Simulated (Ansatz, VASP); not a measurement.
## One calculation of VAgCl3, two programs

```
V Ag Cl
1.0
     7.47289    0.00000    0.00000
    -3.73645    6.47171    0.00000
     0.00000    0.00000    4.71086
V Ag Cl
2 2 6
Cartesian
  0.0000 4.3145 3.5331
  3.7364 2.1572 1.1777
  0.0000 0.0000 2.3554
  0.0000 0.0000 0.0000
  0.0000 2.5368 1.1777
  5.2760 1.2684 3.5331
  3.7364 3.9349 3.5331
  -1.5395 5.2033 1.1777
  1.5395 5.2033 1.1777
  2.1969 1.2684 3.5331
```

Alike in both runs: functional PBE; k mesh 3 × 3 × 4; occupations gaussian, width 0.1 eV; collinear spin.

Ansatz relaxed the structure, and its values are those at the end. VASP's run is a single point on that final structure, the one shown.

|  | VASP | Ansatz |
| --- | --- | --- |
| version | VASP 6.6.1 | Ansatz 0.2.0 |
| potentials or method | VASP PAW PBE potentials, release 64 (V_sv, Ag, Cl), cutoff 520 eV | scalar-relativistic, plane waves, PAW |
| valence electrons in the cell | 90 | 106 |

Ansatz gave:

* gap on the k mesh at the Fermi level (eV): 0.25
* least direct gap on the mesh (eV): 0.25
* pressure (GPa): 0.2
* rms of the force components (eV/Å): 0.016
* net moment per atom (μB): 0.60
* size of the moment on the site where the two differ most (μB): 2.83

Q: Which values does VASP return?

A: gap on the k mesh at the Fermi level (eV): 0.24; least direct gap on the mesh (eV): 0.24; pressure (GPa): 0.0; rms of the force components (eV/Å): 0.013; net moment per atom (μB): 0.60; size of the moment on the site where the two differ most (μB): 2.78.

Site moments also hang on the region over which each program counts them. VASP's potentials hold 90 valence electrons a cell and Ansatz's 106, so a difference there can come from the potentials and not from the codes.
